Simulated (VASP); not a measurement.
# V in VASP: single point with PBEsol

Aim: the single point of V with PBEsol.

Program: VASP 6.6.1. These are calculated values, not measurements. Logs are shortened: lines on timing, memory, paths and dates and some standing lists are left out, and cuts for length are marked.

### 1 The cell of the first run

The cell holds a slab with vacuum, 4 atoms: a = 2.665 Å, b = 2.665 Å, c = 22.654 Å, α = 90.00°, β = 90.00°, γ = 90.00°.

### 2 Single point, PBEsol

Input file INCAR:

```
PREC = Accurate
ENCUT = 520
EDIFF = 1E-6
ISMEAR = 0
SIGMA = 0.1
LREAL = F
LASPH = T
NELM = 80
ALGO = Normal
ISIF = 2
LWAVE = F
LCHARG = F
LDIPOL = T
IDIPOL = 3
DIPOL = 0.5 0.5 0.501
GGA = PS
NBANDS = 34
```

Input file KPOINTS:

```
Automatic mesh
0
Gamma
  11 11 1
```

Input file POSCAR:

```
V
1.0
    2.6652496213      0.0000000000      0.0000000000
    0.0000000000      2.6652496213      0.0000000000
    0.0000000000      0.0000000000     22.6538482424
V
4
Direct
    0.5000000000      0.5000000000      0.3752121895
    0.0000000000      0.0000000000      0.4584040632
    0.5000000000      0.5000000000      0.5447311555
    0.0000000000      0.0000000000      0.6246756904
```

Potentials or basis: VASP PAW PBE potentials, release 64 (V_sv).

Started as:

```console
> cat potpaw_PBE.64/V_sv/POTCAR > POTCAR
> mpirun -np 1 vasp_std > vasp.out
```

OUTCAR:

```text
PREC = Accurate
   ENCUT = 520
   EDIFF = 1E-6
   ISMEAR = 0
   LREAL = F
   LASPH = T
   NELM = 80
   ISIF = 2
   GGA = PS

 ion  position               nearest neighbor table
   1  0.500  0.500  0.375-   2 2.67   2 2.67   2 2.67   2 2.67
   2  0.000  0.000  0.458-   1 2.67   1 2.67   1 2.67   1 2.67   3 2.72   3 2.72   3 2.72   3 2.72

   3  0.500  0.500  0.545-   4 2.61   4 2.61   4 2.61   4 2.61   2 2.72   2 2.72   2 2.72   2 2.72

   4  0.000  0.000  0.625-   3 2.61   3 2.61   3 2.61   3 2.61

  LATTYP: Found a simple tetragonal cell.
 ALAT       =     2.6652496213
 C/A-ratio  =     8.4997097688

  Lattice vectors:

 A1 = (   2.6652496213,   0.0000000000,   0.0000000000)
 A2 = (   0.0000000000,   2.6652496213,   0.0000000000)
 A3 = (   0.0000000000,   0.0000000000,  22.6538482424)

Analysis of symmetry for initial positions (statically):
=====================================================================
 Subroutine PRICEL returns:
 Original cell was already a primitive cell.

 Routine SETGRP: Setting up the symmetry group for a
 simple tetragonal supercell.

 Subroutine GETGRP returns: Found  8 space group operations
 (whereof  8 operations were pure point group operations)
 out of a pool of 16 trial point group operations.

The static configuration has the point symmetry C_4v.

Analysis of symmetry for dynamics (positions and initial velocities):
=====================================================================
 Subroutine PRICEL returns:
 Original cell was already a primitive cell.

 Routine SETGRP: Setting up the symmetry group for a
 simple tetragonal supercell.

 Subroutine GETGRP returns: Found  8 space group operations
 (whereof  8 operations were pure point group operations)
 out of a pool of 16 trial point group operations.

The dynamic configuration has the point symmetry C_4v.

 Subroutine INISYM returns: Found  8 space group operations
 (whereof  8 operations are pure point group operations),
 and found     1 'primitive' translations

----------------------------------------------------------------------------------------

                                     Primitive cell

  volume of cell :     160.9229

  direct lattice vectors                    reciprocal lattice vectors
     2.665249621  0.000000000  0.000000000     0.375199378  0.000000000  0.000000000
     0.000000000  2.665249621  0.000000000     0.000000000  0.375199378  0.000000000
     0.000000000  0.000000000 22.653848242     0.000000000  0.000000000  0.044142611

  length of vectors
     2.665249621  2.665249621 22.653848242     0.375199378  0.375199378  0.044142611

  position of ions in fractional coordinates (direct lattice)
     0.500000000  0.500000000  0.375212189
     0.000000000  0.000000000  0.458404063
     0.500000000  0.500000000  0.544731156
     0.000000000  0.000000000  0.624675690

  ion indices of the primitive-cell ions
   primitive index   ion index
                 1           1
                 2           2
                 3           3
                 4           4

----------------------------------------------------------------------------------------

 KPOINTS: Automatic mesh

Automatic generation of k-mesh.
 Grid dimensions read from file:
 generate k-points for:   11   11    1

 Generating k-lattice:

  Cartesian coordinates                     Fractional coordinates (reciprocal lattice)
     0.034109034  0.000000000  0.000000000     0.090909091  0.000000000  0.000000000
     0.000000000  0.034109034  0.000000000     0.000000000  0.090909091  0.000000000
     0.000000000  0.000000000  0.044142611     0.000000000  0.000000000  1.000000000

  Length of vectors
     0.034109034  0.034109034  0.044142611

  Shift w.r.t. Gamma in fractional coordinates (k-lattice)
     0.000000000  0.000000000  0.000000000

 Subroutine IBZKPT returns following result:
 ===========================================

 Found     21 irreducible k-points:

 Following reciprocal coordinates:
            Coordinates               Weight
  0.000000  0.000000  0.000000      1.000000
  0.090909  0.000000  0.000000      4.000000
  0.181818  0.000000  0.000000      4.000000
  0.272727  0.000000  0.000000      4.000000
  0.363636  0.000000  0.000000      4.000000
  0.454545  0.000000  0.000000      4.000000
[... 13 lines left out ...]
  0.454545  0.363636  0.000000      8.000000
  0.454545  0.454545  0.000000      4.000000
   k-points           NKPTS =     21   k-points in BZ     NKDIM =     21   number of bands    NBANDS=     34
   number of dos      NEDOS =    301   number of ions     NIONS =      4
   total plane-waves  NPLWV =  67200
   dimension x,y,z NGX =    20 NGY =   20 NGZ =  168
   dimension x,y,z NGXF=    40 NGYF=   40 NGZF=  336
   ions per type =               4
   NGX,Y,Z   is equivalent  to a cutoff of  12.48, 12.48, 12.33 a.u.
   NGXF,Y,Z  is equivalent  to a cutoff of  24.95, 24.95, 24.66 a.u.
 SYSTEM =  unknown system
   PREC   = accura    normal or accurate (medium, high low for compatibility)
   ISTART =      0    job   : 0-new  1-cont  2-samecut
   ICHARG =      2    charge: 1-file 2-atom 10-const
   ISPIN  =      1    spin polarized calculation?
   LNONCOLLINEAR =      F non collinear calculations
   LSORBIT =      F    spin-orbit coupling
   LASPH  =      T    aspherical Exc in radial PAW
   ENCUT  =  520.0 eV  38.22 Ry    6.18 a.u.   4.96  4.96 42.12*2*pi/ulx,y,z
   NELM   =     80;   NELMIN=  2; NELMDL= -5     # of ELM steps
   EDIFF  = 0.1E-05   stopping-criterion for ELM
   LREAL  =      F    real-space projection
   EDIFFG = 0.1E-04   stopping-criterion for IOM
   NSW    =      0    number of steps for IOM
   IBRION =     -1    ionic relax: 0-MD 1-quasi-New 2-CG
   NFREE  =      0    steps in history (QN), initial steepest desc. (CG)
   ISIF   =      2    stress and relaxation
   ISYM   =      2    0-nonsym 1-usesym 2-fastsym
   POTIM  = 0.5000    time-step for ionic-motion
   TEBEG  =    0.0;   TEEND  =   0.0 temperature during run
   PSTRESS=    0.0 pullay stress
   NELECT =      52.0000    total number of electrons
   NUPDOWN=      -1.0000    fix difference up-down
   EMIN   =  10.00;   EMAX   =-10.00  energy-range for DOS
   EFERMI =   0.00;   METHOD = LEGACY
   ISMEAR =     0;   SIGMA  =   0.10  broadening in eV -4-tet -1-fermi 0-gaus
   EFERMI_NEDOS =   21; number of points for ismear=-14 and -15
   IALGO  =     38    algorithm
   IMIX   =      4    mixing-type and parameters
     AMIX     =   0.40;   BMIX     =  1.00
     AMIX_MAG =   1.60;   BMIX_MAG =  1.00
  volume/ion in A,a.u.               =      40.23       271.49
  Fermi-wavevector in a.u.,A,eV,Ry     =   1.123406  2.122929 17.171107  1.262041
  Thomas-Fermi vector in A             =   2.260072
   LORBIT       =      0    0 simple, 1 ext, 2 COOP (PROOUT), +10 PAW based schemes
   GGA     = PS    functional components
   LHFCALC =     F    Hartree Fock is set to
   AEXX    =    0.0000 exact exchange contribution
   IVDW    =     0    specifies the selected vdW correction
   LEPSILON=     F    determine dielectric tensor
   LRPA    =     F    only Hartree local field effects (RPA)
 non-spin polarized calculation
 Gauss-broadening in eV      SIGMA  =   0.10
  energy-cutoff  :      520.00
  volume of cell :      160.92
 maximum number of plane-waves:      4362
 NGX is ok and might be reduce to    20
   NGX =  9   NGY =  9   NGZ = 85

 dipolmoment           0.000000      0.000000      0.005666 electrons x Angstroem

 number of electron      51.9999970 magnetization

 dipolmoment           0.000000      0.000000     -0.002874 electrons x Angstroem

 Free energy of the ion-electron system (eV)
  ---------------------------------------------------
  ext. energy  EPLUGINS =         0.00000000
  ---------------------------------------------------
  free energy    TOTEN  =       -35.29084498 eV

  energy without entropy =      -35.25499314  energy(sigma->0) =      -35.27291906

 E-fermi :   0.4254     XC(G=0):  -5.3995

 val. band max:        0.4087457219   @ k =   0.3636   0.0000   0.0000
 cond. band min:       0.4328207015   @ k =   0.4545   0.0909   0.0000
 fundamental gap:      0.0240749795
 Fermi energy:         0.4254328561

 k-point     1 :       0.0000    0.0000    0.0000
  band No.  band energies     occupation
      1     -63.5724      2.00000
      2     -63.5255      2.00000
      3     -63.4080      2.00000
      4     -63.3277      2.00000
      5     -37.7608      2.00000
      6     -37.6255      2.00000
[... 26 lines left out ...]
     33       2.3686      0.00000
     34       2.4664      0.00000

 k-point     2 :       0.0909    0.0000    0.0000
  band No.  band energies     occupation
      1     -63.5644      2.00000
      2     -63.5185      2.00000
      3     -63.4041      2.00000
      4     -63.3263      2.00000
      5     -37.7478      2.00000
      6     -37.6270      2.00000
[... 26 lines left out ...]
     33       2.1579      0.00000
     34       2.1839      0.00000

 k-point     3 :       0.1818    0.0000    0.0000
  band No.  band energies     occupation
      1     -63.5425      2.00000
      2     -63.4993      2.00000
      3     -63.3937      2.00000
      4     -63.3233      2.00000
      5     -37.7162      2.00000
      6     -37.6387      2.00000
[... 26 lines left out ...]
     33       1.7627      0.00000
     34       2.0414      0.00000
[... 593 lines left out ...]
 k-point    20 :       0.4545    0.3636    0.0000
  band No.  band energies     occupation
      1     -63.4152      2.00000
      2     -63.3776      2.00000
      3     -63.2951      2.00000
      4     -63.2877      2.00000
      5     -37.7346      2.00000
      6     -37.7247      2.00000
[... 26 lines left out ...]
     33       2.7826      0.00000
     34       3.0465      0.00000

 k-point    21 :       0.4545    0.4545    0.0000
  band No.  band energies     occupation
      1     -63.4055      2.00000
      2     -63.3680      2.00000
      3     -63.2843      2.00000
      4     -63.2796      2.00000
      5     -37.7604      2.00000
      6     -37.7602      2.00000
[... 26 lines left out ...]
     33       3.2724      0.00000
     34       3.6632      0.00000

------------------------ aborting loop because EDIFF is reached ----------------------------------------

 vacuum level on the upper side and lower side of the slab       (xc-potential included)        -0.295        -0.223

  FORCE on cell =-STRESS in cart. coord.  units (eV):
  Direction    XX          YY          ZZ          XY          YZ          ZX
  --------------------------------------------------------------------------------------
  -------------------------------------------------------------------------------------
  Total       -5.1123492     -5.1123492     -0.5678555      0.0000000      0.0000000      0.0000000
  in kB      -50.8994772    -50.8994772     -5.6536729      0.0000000      0.0000000      0.0000000
  external PRESSURE =     -35.8175424 kB  Pullay stress =       0.0000000 kB

 VOLUME and BASIS-vectors are now :
 -----------------------------------------------------------------------------
  energy-cutoff  :      520.00
  volume of cell :      160.92
      direct lattice vectors                 reciprocal lattice vectors
     2.665249621  0.000000000  0.000000000     0.375199378  0.000000000  0.000000000
     0.000000000  2.665249621  0.000000000     0.000000000  0.375199378  0.000000000
     0.000000000  0.000000000 22.653848242     0.000000000  0.000000000  0.044142611

 POSITION                                       TOTAL-FORCE (eV/Angst)
 -----------------------------------------------------------------------------------
      1.33262      1.33262      8.50000         0.000000     -0.000000      0.371450
      0.00000      0.00000     10.38462        -0.000000      0.000000     -0.409099
      1.33262      1.33262     12.34026        -0.000000     -0.000000     -0.002943
      0.00000      0.00000     14.15131        -0.000000      0.000000      0.040593
 -----------------------------------------------------------------------------------
    total drift:                               -0.000000      0.000000      0.000252

  FREE ENERGIE OF THE ION-ELECTRON SYSTEM (eV)
  ---------------------------------------------------
  free  energy   TOTEN  =       -35.2908449847 eV

  energy  without entropy=      -35.2549931409  energy(sigma->0) =      -35.27291906

 vacuum level on the upper side and lower side of the slab         4.860         4.934
```

Wall time 4.5 min (1 thread of AMD EPYC 7R43 (Zen 3), shared host); peak memory 0.23 GiB.

Results:

```yaml
Free_energy: -35.2908 eV
Largest_force: 0.409 eV/Å
Band_gap_on_the_k_mesh: zero (band 26 reaches 0.47 eV, above the bottom of band 27 at 0.43 eV)
```

Forces in eV/Å, atoms in the order of the input:
```
V    0.000  0.000  0.371
V    0.000  0.000 -0.409
V    0.000  0.000 -0.003
V    0.000  0.000  0.041
```

Levels at points of the mesh, in eV from the Fermi level:
```csv
k point,band 24,band 25,band 26,band 27,band 28,band 29
"(0.00, 0.00, 0.00)",-0.49,-0.29,-0.17,0.30,0.30,0.92
```

Caveat: the PAW data sets were made with another functional, which shifts forces and pressure a little.
